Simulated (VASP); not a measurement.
# ZnO (P6_3mc) in VASP: a series of runs

The runs below take ZnO through single point, relaxation of cell and atoms, with LDA.

All numbers are computed with VASP 6.6.1; they aren't measurements. Logs are shortened: lines on timing, memory, paths and dates and some standing lists are left out, and cuts for length are marked.

## Step 1: The cell of the first run

The structure is hexagonal, space group P6_3mc (No. 186). The conventional cell has a = 3.145 Å, b = 3.145 Å, c = 5.086 Å, α = 90.00°, β = 90.00°, γ = 120.00°. Within 2.5 Å of Zn (site symmetry 3m) lie 4 O at 1.92 Å. Within 2.5 Å of O (site symmetry 3m) lie 4 Zn at 1.92 Å.

## Step 2: Single point, LDA

INCAR

```
SYSTEM = ZnO
ALGO = Normal ; EDIFF = 1E-7
ENCUT = 520 ; GGA = CA
ISIF = 2 ; ISMEAR = 0
LASPH = .TRUE. ; LCHARG = .FALSE.
LREAL = .FALSE. ; LWAVE = .FALSE.
NBANDS = 26 ; NELM = 80
PREC = Accurate ; SIGMA = 0.01
```

KPOINTS

```
k-points
0
G
  12 12 6
  0 0 0
```

POSCAR

```
ZnO
1.0
    3.1445047041      0.0000000000      0.0000000000
   -1.5722523521      2.7232209560      0.0000000000
    0.0000000000      0.0000000000      5.0864622827
Zn O
2 2
Direct
    0.3333333333      0.6666666667      0.0019625624
    0.6666666667      0.3333333333      0.5019625624
    0.3333333333      0.6666666667      0.3801374376
    0.6666666667      0.3333333333      0.8801374376
```

Potentials or basis: VASP PAW LDA potentials, release 64 (Zn, O).

Launch:

```console
cat potpaw_LDA.64/Zn/POTCAR potpaw_LDA.64/O/POTCAR > POTCAR
mpirun -np 1 vasp_std > vasp.out
```

OUTCAR:

```text
SYSTEM = ZnO
   EDIFF = 1E-7
   ENCUT = 520
   GGA = CA
   ISIF = 2
   ISMEAR = 0
   LASPH = .TRUE.
   LREAL = .FALSE.
   NELM = 80
   PREC = Accurate

 ion  position               nearest neighbor table
   1  0.333  0.667  0.002-   4 1.92   4 1.92   4 1.92   3 1.92
   2  0.667  0.333  0.502-   3 1.92   3 1.92   3 1.92   4 1.92
   3  0.333  0.667  0.380-   2 1.92   2 1.92   2 1.92   1 1.92
   4  0.667  0.333  0.880-   1 1.92   1 1.92   1 1.92   2 1.92

  LATTYP: Found a hexagonal cell.
 ALAT       =     3.1445047041
 C/A-ratio  =     1.6175718472

  Lattice vectors:

 A1 = (   3.1445047041,   0.0000000000,   0.0000000000)
 A2 = (  -1.5722523521,   2.7232209560,   0.0000000000)
 A3 = (   0.0000000000,   0.0000000000,   5.0864622827)

Analysis of symmetry for initial positions (statically):
=====================================================================
 Subroutine PRICEL returns:
 Original cell was already a primitive cell.

 Routine SETGRP: Setting up the symmetry group for a
 hexagonal supercell.

 Subroutine GETGRP returns: Found 12 space group operations
 (whereof  6 operations were pure point group operations)
 out of a pool of 24 trial point group operations.

The static configuration has the point symmetry C_3v.
 The point group associated with its full space group is C_6v.

Analysis of symmetry for dynamics (positions and initial velocities):
=====================================================================
 Subroutine PRICEL returns:
 Original cell was already a primitive cell.

 Routine SETGRP: Setting up the symmetry group for a
 hexagonal supercell.

 Subroutine GETGRP returns: Found 12 space group operations
 (whereof  6 operations were pure point group operations)
 out of a pool of 24 trial point group operations.

The dynamic configuration has the point symmetry C_3v.
 The point group associated with its full space group is C_6v.

 Subroutine INISYM returns: Found 12 space group operations
 (whereof  6 operations are pure point group operations),
 and found     1 'primitive' translations

----------------------------------------------------------------------------------------

                                     Primitive cell

  volume of cell :      43.5563

  direct lattice vectors                    reciprocal lattice vectors
     3.144504704  0.000000000  0.000000000     0.318015107  0.183606108  0.000000000
    -1.572252352  2.723220956  0.000000000     0.000000000  0.367212215  0.000000000
     0.000000000  0.000000000  5.086462283     0.000000000  0.000000000  0.196600298

  length of vectors
     3.144504704  3.144504704  5.086462283     0.367212215  0.367212215  0.196600298

  position of ions in fractional coordinates (direct lattice)
     0.333333333  0.666666667  0.001962562
     0.666666667  0.333333333  0.501962562
     0.333333333  0.666666667  0.380137438
     0.666666667  0.333333333  0.880137438

  ion indices of the primitive-cell ions
   primitive index   ion index
                 1           1
                 2           2
                 3           3
                 4           4

----------------------------------------------------------------------------------------

 KPOINTS: k-points

Automatic generation of k-mesh.
 Grid dimensions read from file:
 generate k-points for:   12   12    6

 Generating k-lattice:

  Cartesian coordinates                     Fractional coordinates (reciprocal lattice)
     0.026501259  0.015300509  0.000000000     0.083333333  0.000000000  0.000000000
     0.000000000  0.030601018  0.000000000     0.000000000  0.083333333  0.000000000
     0.000000000  0.000000000  0.032766716     0.000000000  0.000000000  0.166666667

  Length of vectors
     0.030601018  0.030601018  0.032766716

  Shift w.r.t. Gamma in fractional coordinates (k-lattice)
     0.000000000  0.000000000  0.000000000

 Subroutine IBZKPT returns following result:
 ===========================================

 Found     76 irreducible k-points:

 Following reciprocal coordinates:
            Coordinates               Weight
  0.000000  0.000000  0.000000      1.000000
  0.083333  0.000000  0.000000      6.000000
  0.166667  0.000000  0.000000      6.000000
  0.250000  0.000000  0.000000      6.000000
  0.333333  0.000000  0.000000      6.000000
  0.416667  0.000000  0.000000      6.000000
[... 16 lines left out ...]
  0.250000  0.000000  0.166667     12.000000
  0.333333  0.000000  0.166667     12.000000
 [... further k-points ...]
   k-points           NKPTS =     76   k-points in BZ     NKDIM =     76   number of bands    NBANDS=     26
   number of dos      NEDOS =    301   number of ions     NIONS =      4
   total plane-waves  NPLWV =  23040
   dimension x,y,z NGX =    24 NGY =   24 NGZ =   40
   dimension x,y,z NGXF=    48 NGYF=   48 NGZF=   80
   ions per type =               2   2
   NGX,Y,Z   is equivalent  to a cutoff of  12.69, 12.69, 13.07 a.u.
   NGXF,Y,Z  is equivalent  to a cutoff of  25.38, 25.38, 26.15 a.u.
 SYSTEM =  ZnO
   PREC   = accura    normal or accurate (medium, high low for compatibility)
   ISTART =      0    job   : 0-new  1-cont  2-samecut
   ICHARG =      2    charge: 1-file 2-atom 10-const
   ISPIN  =      1    spin polarized calculation?
   LNONCOLLINEAR =      F non collinear calculations
   LSORBIT =      F    spin-orbit coupling
   LASPH  =      T    aspherical Exc in radial PAW
   ENCUT  =  520.0 eV  38.22 Ry    6.18 a.u.   5.85  5.85  9.46*2*pi/ulx,y,z
   NELM   =     80;   NELMIN=  2; NELMDL= -5     # of ELM steps
   EDIFF  = 0.1E-06   stopping-criterion for ELM
   LREAL  =      F    real-space projection
   EDIFFG = 0.1E-05   stopping-criterion for IOM
   NSW    =      0    number of steps for IOM
   IBRION =     -1    ionic relax: 0-MD 1-quasi-New 2-CG
   NFREE  =      0    steps in history (QN), initial steepest desc. (CG)
   ISIF   =      2    stress and relaxation
   ISYM   =      2    0-nonsym 1-usesym 2-fastsym
   POTIM  = 0.5000    time-step for ionic-motion
   TEBEG  =    0.0;   TEEND  =   0.0 temperature during run
   PSTRESS=    0.0 pullay stress
   NELECT =      36.0000    total number of electrons
   NUPDOWN=      -1.0000    fix difference up-down
   EMIN   =  10.00;   EMAX   =-10.00  energy-range for DOS
   EFERMI =   0.00;   METHOD = LEGACY
   ISMEAR =     0;   SIGMA  =   0.01  broadening in eV -4-tet -1-fermi 0-gaus
   EFERMI_NEDOS =   21; number of points for ismear=-14 and -15
   IALGO  =     38    algorithm
   IMIX   =      4    mixing-type and parameters
     AMIX     =   0.40;   BMIX     =  1.00
     AMIX_MAG =   1.60;   BMIX_MAG =  1.00
  volume/ion in A,a.u.               =      10.89        73.48
  Fermi-wavevector in a.u.,A,eV,Ry     =   1.536357  2.903293 32.115075  2.360391
  Thomas-Fermi vector in A             =   2.643017
   LORBIT       =      0    0 simple, 1 ext, 2 COOP (PROOUT), +10 PAW based schemes
   GGA     = CA    functional components
   LHFCALC =     F    Hartree Fock is set to
   AEXX    =    0.0000 exact exchange contribution
   IVDW    =     0    specifies the selected vdW correction
   LEPSILON=     F    determine dielectric tensor
   LRPA    =     F    only Hartree local field effects (RPA)
 non-spin polarized calculation
 Gauss-broadening in eV      SIGMA  =   0.01
  energy-cutoff  :      520.00
  volume of cell :       43.56
 maximum number of plane-waves:      1194
 NGX is ok and might be reduce to    24
   NGX = 11   NGY = 11   NGZ = 19

 number of electron      35.9999956 magnetization

 Free energy of the ion-electron system (eV)
  ---------------------------------------------------
  ext. energy  EPLUGINS =         0.00000000
  ---------------------------------------------------
  free energy    TOTEN  =       -21.10158305 eV

  energy without entropy =      -21.10158305  energy(sigma->0) =      -21.10158305

 E-fermi :   1.8314     XC(G=0): -11.9419

 val. band max:        1.7535691621   @ k =   0.0000   0.0000   0.0000
 cond. band min:       2.6260174324   @ k =   0.0000   0.0000   0.0000
 fundamental gap:      0.8724482703
 Fermi energy:         1.8313621945

 k-point     1 :       0.0000    0.0000    0.0000
  band No.  band energies     occupation
      1     -16.8320      2.00000
      2     -15.9199      2.00000
      3      -4.7162      2.00000
      4      -4.5098      2.00000
      5      -4.5098      2.00000
      6      -4.4714      2.00000
[... 18 lines left out ...]
     25      16.3399      0.00000
     26      16.3399      0.00000

 k-point     2 :       0.0833    0.0000    0.0000
  band No.  band energies     occupation
      1     -16.7836      2.00000
      2     -15.8978      2.00000
      3      -4.6590      2.00000
      4      -4.5598      2.00000
      5      -4.4842      2.00000
      6      -4.4411      2.00000
[... 18 lines left out ...]
     25      16.1632      0.00000
     26      16.4509      0.00000

 k-point     3 :       0.1667    0.0000    0.0000
  band No.  band energies     occupation
      1     -16.6472      2.00000
      2     -15.8390      2.00000
      3      -4.7281      2.00000
      4      -4.4586      2.00000
      5      -4.4171      2.00000
      6      -4.3962      2.00000
[... 18 lines left out ...]
     25      16.1315      0.00000
     26      16.5539      0.00000

 k-point     4 :       0.2500    0.0000    0.0000
  band No.  band energies     occupation
      1     -16.4482      2.00000
      2     -15.7642      2.00000
      3      -4.8728      2.00000
      4      -4.4621      2.00000
      5      -4.3350      2.00000
      6      -4.2525      2.00000
[... 18 lines left out ...]
     25      15.4660      0.00000
     26      16.3745      0.00000
[... 496 lines left out ...]
      1     -16.5955      2.00000
      2     -15.8956      2.00000
      3      -4.7777      2.00000
      4      -4.6398      2.00000
      5      -4.4059      2.00000
      6      -4.3796      2.00000
[... 18 lines left out ...]
     25      15.2252      0.00000
     26      16.3068      0.00000

 k-point    23 :       0.2500    0.0000    0.1667
  band No.  band energies     occupation
      1     -16.4030      2.00000
      2     -15.8104      2.00000
      3      -4.9130      2.00000
      4      -4.6278      2.00000
      5      -4.3187      2.00000
      6      -4.2632      2.00000
[... 18 lines left out ...]
     25      15.4641      0.00000
     26      16.2326      0.00000

 k-point    24 :       0.3333    0.0000    0.1667
  band No.  band energies     occupation
      1     -16.1913      2.00000
      2     -15.7357      2.00000
      3      -4.9963      2.00000
      4      -4.6758      2.00000
      5      -4.2455      2.00000
      6      -4.1188      2.00000
[... 18 lines left out ...]
     25      15.4875      0.00000
     26      16.2305      0.00000

 [... further k-points ...]

------------------------ aborting loop because EDIFF is reached ----------------------------------------

  FORCE on cell =-STRESS in cart. coord.  units (eV):
  Direction    XX          YY          ZZ          XY          YZ          ZX
  --------------------------------------------------------------------------------------
  -------------------------------------------------------------------------------------
  Total        2.3355936      2.3355936      2.3343601     -0.0000000      0.0000000      0.0000000
  in kB       85.9126079     85.9126079     85.8672340     -0.0000000      0.0000000      0.0000000
  external PRESSURE =      85.8974832 kB  Pullay stress =       0.0000000 kB

 VOLUME and BASIS-vectors are now :
 -----------------------------------------------------------------------------
  energy-cutoff  :      520.00
  volume of cell :       43.56
      direct lattice vectors                 reciprocal lattice vectors
     3.144504704  0.000000000  0.000000000     0.318015107  0.183606108  0.000000000
    -1.572252352  2.723220956  0.000000000     0.000000000  0.367212215  0.000000000
     0.000000000  0.000000000  5.086462283     0.000000000  0.000000000  0.196600298

 POSITION                                       TOTAL-FORCE (eV/Angst)
 -----------------------------------------------------------------------------------
     -0.00000      1.81548      0.00998        -0.000000     -0.000000      0.001520
      1.57225      0.90774      2.55321         0.000000     -0.000000      0.001520
     -0.00000      1.81548      1.93355        -0.000000     -0.000000     -0.001520
      1.57225      0.90774      4.47679        -0.000000      0.000000     -0.001520
 -----------------------------------------------------------------------------------
    total drift:                                0.000000      0.000000      0.000042

  FREE ENERGIE OF THE ION-ELECTRON SYSTEM (eV)
  ---------------------------------------------------
  free  energy   TOTEN  =       -21.1015830514 eV

  energy  without entropy=      -21.1015830514  energy(sigma->0) =      -21.10158305
```

Run time: 30 s. Hardware: 1 thread of Intel Xeon 6975P-C (Granite Rapids), shared host; peak memory 0.18 GiB.

Results:

```yaml
Free_energy: -21.1016 eV
Pressure: 8.6 GPa
Band_gap_on_the_k_mesh: 0.87 eV
```

Levels at points of the mesh, in eV from the valence-band top:
```tsv
k point	band 16	band 17	band 18	band 19	band 20	band 21
(0.00, 0.00, 0.00)	-0.12	0.00	0.00	0.87	5.45	8.33
(0.50, 0.00, 0.00)	-2.59	-1.48	-0.96	6.06	6.82	7.49
(0.00, 0.00, 0.50)	-0.45	-0.45	-0.45	3.59	3.59	10.21
(0.50, 0.00, 0.50)	-1.72	-1.58	-1.58	5.70	5.70	8.81
```

Caveat: the cell stands under pressure.

(Part 1 of 2 ends here.)
